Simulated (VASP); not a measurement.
# Si16O (a cell with a defect) in VASP: further runs, part 2 of 2

VASP 6.6.1.

**3. Single point, PBE, collinear spin, ferromagnetic start**

INCAR

```
SYSTEM = Si16O
PREC     = Accurate       ! precision mode
ENCUT    = 520            ! plane-wave cutoff, eV
EDIFF    = 1E-7           ! SCF threshold, eV
ISMEAR   = -1             ! smearing method
SIGMA    = 0.02           ! smearing width, eV
LREAL    = Auto         
LASPH    = .TRUE.         ! aspherical terms in the spheres
NELM     = 150            ! most SCF steps
ALGO     = Normal         ! electronic algorithm
ISIF     = 2              ! what is computed and relaxed
LWAVE    = .FALSE.        ! write WAVECAR
LCHARG   = .FALSE.        ! write CHGCAR
ISPIN    = 2              ! spin polarisation
MAGMOM   = 0 0 0 0 0 0 0 0 0 0 0 0 0 0 0 0 1 ! initial moments
LORBIT   = 11             ! projections on sites
GGA      = PE             ! functional
NBANDS   = 53             ! bands
```

KPOINTS

```
regular mesh
0
G
  2 2 2
  0 0 0
```

POSCAR

```
Si16O
1.0
    0.0000000000      5.4300000000      5.4300000000
    5.4300000000      0.0000000000      5.4300000000
    5.4300000000      5.4300000000      0.0000000000
Si O
16 1
Direct
    0.0474953959     -0.0246777164      0.0081031308
    0.1181031308      0.1331675875      0.1528729282
   -0.0108747698      0.0266390424      0.5331583794
    0.1783057090      0.1078821363      0.6570534070
    0.0111878453      0.4977071823     -0.0147974217
    0.0573572744      0.6373941068      0.1700276243
    0.0028913444      0.4932965009      0.5494659300
    0.1157274401      0.6748618785      0.6247513812
    0.5110313076     -0.0095764273      0.0003867403
    0.6358563536      0.1467403315      0.0768876611
    0.5520073665      0.0194843462      0.4619889503
    0.6201197053      0.1560313076      0.6246500921
    0.4394106814      0.4994475138      0.0509023941
    0.6384990792      0.6245948435      0.0873756906
    0.4893186004      0.5344751381      0.4597421731
    0.6506906077      0.6530847145      0.5641160221
    0.4714456722      0.5919244936      0.7939134438
```

Potentials or basis: VASP PAW PBE potentials, release 64 (Si, O).

On the command line:

```
$ cat potpaw_PBE.64/Si/POTCAR potpaw_PBE.64/O/POTCAR > POTCAR
$ mpirun -np 1 vasp_std > vasp.out
```

OUTCAR:

```text
SYSTEM = Si16O
   PREC = Accurate
   ENCUT = 520
   EDIFF = 1E-7
   ISMEAR = -1
   LREAL = Auto
   LASPH = .TRUE.
   NELM = 150
   ISIF = 2
   ISPIN = 2
   LORBIT = 11
   GGA = PE

 ion  position               nearest neighbor table
   1  0.047  0.975  0.008-   4 2.21   6 2.23   2 2.37  10 2.62
   2  0.118  0.133  0.153-   5 2.31   1 2.37   3 2.39   9 2.47
   3  0.989  0.027  0.533-   8 2.21  12 2.32   2 2.39   4 2.51
   4  0.178  0.108  0.657-   1 2.21  11 2.39   7 2.44   3 2.51
   5  0.011  0.498  0.985-   8 2.29   2 2.31  14 2.34   6 2.39
   6  0.057  0.637  0.170-   1 2.23   5 2.39  13 2.40   7 2.43  16 3.08
   7  0.003  0.493  0.549-  16 2.31   8 2.35   6 2.43   4 2.44
   8  0.116  0.675  0.625-   3 2.21   5 2.29   7 2.35  15 2.37
   9  0.511  0.990  0.000-  10 2.26  14 2.31  12 2.37   2 2.47
  10  0.636  0.147  0.077-   9 2.26  13 2.31  11 2.44   1 2.62
  11  0.552  0.019  0.462-  16 2.32  12 2.33   4 2.39  10 2.44
  12  0.620  0.156  0.625-   3 2.32  11 2.33   9 2.37  15 2.39
  13  0.439  0.499  0.051-  17 1.66  10 2.31  14 2.35   6 2.40  16 3.07
  14  0.638  0.625  0.087-   9 2.31   5 2.34  13 2.35  15 2.35
  15  0.489  0.534  0.460-  14 2.35   8 2.37  12 2.39  16 2.42
  16  0.651  0.653  0.564-  17 1.62   7 2.31  11 2.32  15 2.42  13 3.07   6 3.08
  17  0.471  0.592  0.794-  16 1.62  13 1.66

  LATTYP: Found a face centered cubic cell.
 ALAT       =    10.8600000000

  Lattice vectors:

 A1 = (   0.0000000000,   5.4300000000,   5.4300000000)
 A2 = (   5.4300000000,   0.0000000000,   5.4300000000)
 A3 = (   5.4300000000,   5.4300000000,   0.0000000000)

Analysis of symmetry for initial positions (statically):
=====================================================================
 Subroutine PRICEL returns:
 Original cell was already a primitive cell.

 Routine SETGRP: Setting up the symmetry group for a
 face centered cubic supercell.

 Subroutine GETGRP returns: Found  1 space group operations
 (whereof  1 operations were pure point group operations)
 out of a pool of 48 trial point group operations.

The static configuration has the point symmetry C_1 .

Analysis of symmetry for dynamics (positions and initial velocities):
[... 601 lines left out ...]
  band No.  band energies     occupation
      1     -14.3447      1.00000
      2      -5.8741      1.00000
      3      -4.4304      1.00000
      4      -3.7464      1.00000
      5      -3.7060      1.00000
      6      -3.2989      1.00000
[... 389 lines left out ...]
     46       9.9747      0.00000
     47      10.2118      0.00000
 [bands above 47 left out]

------------------------ aborting loop because EDIFF is reached ----------------------------------------

  FORCE on cell =-STRESS in cart. coord.  units (eV):
  Direction    XX          YY          ZZ          XY          YZ          ZX
  --------------------------------------------------------------------------------------
  -------------------------------------------------------------------------------------
  Total        8.0282992      6.8309093     10.1615403      2.8076757     -6.7907231      0.5456572
  in kB       40.1702605     34.1790206     50.8441089     14.0484379    -33.9779456      2.7302410
  external PRESSURE =      41.7311300 kB  Pullay stress =       0.0000000 kB

 VOLUME and BASIS-vectors are now :
 -----------------------------------------------------------------------------
  energy-cutoff  :      520.00
  volume of cell :      320.21
      direct lattice vectors                 reciprocal lattice vectors
     0.000000000  5.430000000  5.430000000    -0.092081031  0.092081031  0.092081031
     5.430000000  0.000000000  5.430000000     0.092081031 -0.092081031  0.092081031
     5.430000000  5.430000000  0.000000000     0.092081031  0.092081031 -0.092081031

 POSITION                                       TOTAL-FORCE (eV/Angst)
 -----------------------------------------------------------------------------------
      5.34000      0.30190      5.55390         2.492834     -0.981193     -0.537591
      1.55320      1.47140      1.36440        -1.071544      0.894244     -0.046094
      3.03970      8.26600      5.51560         0.843070     -0.296278      1.781701
      4.15360      4.53600      1.55400        -1.179110     -1.998413      0.720917
      8.05220      5.41040      2.76330         0.987162      0.220736     -0.120422
      4.38430      1.23470      3.77250        -0.770093      1.652001     -0.737034
[... 9 lines left out ...]
      6.60940      6.59640      7.07950        -0.872536     -0.302326      0.187231
      7.52510      6.87090      5.77410         1.098175     -0.441174     -1.072321
 -----------------------------------------------------------------------------------
    total drift:                               -0.004671     -0.003158     -0.004742

  FREE ENERGIE OF THE ION-ELECTRON SYSTEM (eV)
  ---------------------------------------------------
  free  energy   TOTEN  =       -90.9593509544 eV

  energy  without entropy=      -90.9587976321  energy(sigma->0) =      -90.95907429

 total charge

# of ion       s       p       d       tot
------------------------------------------
    1        0.752   0.951   0.000   1.703
    2        0.742   0.928   0.000   1.670
    3        0.746   0.953   0.000   1.699
    4        0.752   0.921   0.000   1.673
    5        0.746   0.952   0.000   1.698
    6        0.750   0.954   0.000   1.703
[... 9 lines left out ...]
   16        0.743   0.940   0.000   1.683
   17        1.571   3.644   0.000   5.215
--------------------------------------------------
tot         13.550  18.696   0.000  32.247

 magnetization (x)

# of ion       s       p       d       tot
------------------------------------------
    1        0.000  -0.000   0.000   0.000
    2        0.000   0.000   0.000   0.000
    3       -0.000   0.000   0.000  -0.000
    4       -0.000   0.000   0.000  -0.000
    5       -0.000   0.000   0.000   0.000
    6        0.000  -0.000   0.000  -0.000
[... 9 lines left out ...]
   16        0.000   0.000   0.000   0.000
   17       -0.000  -0.000   0.000  -0.000
--------------------------------------------------
tot          0.000  -0.000   0.000   0.000
```

stdout:

```text
POSCAR found type information on POSCAR SiO
 POSCAR found :  2 types and      17 ions
 scaLAPACK will be used
 LDA part: xc-table for (Slater+PW92), standard interpolation
 POSCAR, INCAR and KPOINTS ok, starting setup
 FFT: planning ... GRIDC
 FFT: planning ... GRID_SOFT
 FFT: planning ... GRID
 WAVECAR not read
 entering main loop
```

Wall time 23 min (1 thread of Oxide Virtual Turin-like, shared host); peak memory 0.68 GiB.

Results:

```yaml
Free_energy: -90.9594 eV
Pressure: 4.2 GPa
Largest_force: 2.732 eV/Å
Band_gap_on_the_k_mesh: 0.19 eV
Net_moment: 0.00 μB per cell
Valence_electrons_inside_the_program's_atomic_spheres: Si 1.70, 1.67, 1.72, 1.69, 1.68, 1.66 (each value once); O 5.21
```

Forces in eV/Å, atoms in the order of the input:
```
Si   2.493 -0.981 -0.538
Si  -1.072  0.894 -0.046
Si   0.843 -0.296  1.782
Si  -1.179 -1.998  0.721
Si   0.987  0.221 -0.120
Si  -0.770  1.652 -0.737
Si  -0.312 -0.265 -0.068
Si  -1.849  0.673 -0.642
Si   0.428 -1.319 -0.359
Si   0.486  2.384  0.467
Si  -0.295 -0.558  0.033
Si   0.206 -0.237  0.023
Si  -0.350 -0.217  0.329
Si   0.211  0.002 -0.771
Si  -0.053  0.789  0.813
Si  -0.873 -0.302  0.187
O    1.098 -0.441 -1.072
```

Levels at points of the mesh, in eV from the valence-band top:
Spin up:
| k point | band 32 | band 33 | band 34 | band 35 | band 36 | band 37 | band 38 | band 39 |
| --- | --- | --- | --- | --- | --- | --- | --- | --- |
| (0.00, 0.00, 0.00) | -0.90 | -0.55 | -0.42 | -0.02 | 0.19 | 0.44 | 0.65 | 0.77 |
| (0.50, 0.00, 0.00) | -1.15 | -1.15 | -0.72 | -0.68 | 0.70 | 1.12 | 1.28 | 1.34 |
| (0.00, 0.50, 0.00) | -1.39 | -0.92 | -0.67 | -0.42 | 1.00 | 1.14 | 1.35 | 1.42 |
| (0.00, 0.00, 0.50) | -1.09 | -0.60 | -0.38 | 0.00 | 0.65 | 1.08 | 1.15 | 1.46 |
| (0.50, 0.50, 0.50) | -1.26 | -0.96 | -0.76 | -0.58 | 0.90 | 0.94 | 1.17 | 1.36 |
| (0.50, 0.50, 0.00) | -1.48 | -1.35 | -1.14 | -0.41 | 0.88 | 1.22 | 1.87 | 1.92 |
| (0.00, 0.50, 0.50) | -1.39 | -1.23 | -1.09 | -0.57 | 1.01 | 1.15 | 1.93 | 2.02 |
| (0.50, 0.00, 0.50) | -1.50 | -1.42 | -1.20 | -0.17 | 0.97 | 1.25 | 1.96 | 2.08 |
Spin down:
```csv
k point,band 32,band 33,band 34,band 35,band 36,band 37,band 38,band 39
"(0.00, 0.00, 0.00)",-0.90,-0.55,-0.42,-0.02,0.19,0.44,0.65,0.77
"(0.50, 0.00, 0.00)",-1.15,-1.15,-0.72,-0.68,0.70,1.12,1.28,1.34
"(0.00, 0.50, 0.00)",-1.39,-0.92,-0.67,-0.42,1.00,1.14,1.35,1.42
"(0.00, 0.00, 0.50)",-1.09,-0.60,-0.38,0.00,0.65,1.08,1.15,1.46
"(0.50, 0.50, 0.50)",-1.26,-0.96,-0.76,-0.58,0.90,0.94,1.17,1.36
"(0.50, 0.50, 0.00)",-1.48,-1.35,-1.14,-0.41,0.88,1.22,1.87,1.92
"(0.00, 0.50, 0.50)",-1.39,-1.23,-1.09,-0.57,1.01,1.15,1.93,2.02
"(0.50, 0.00, 0.50)",-1.50,-1.42,-1.20,-0.17,0.97,1.25,1.96,2.08
```

Caveat: the k points lie up to 0.50 Å⁻¹ apart; the atoms stand as in a frame of molecular dynamics.
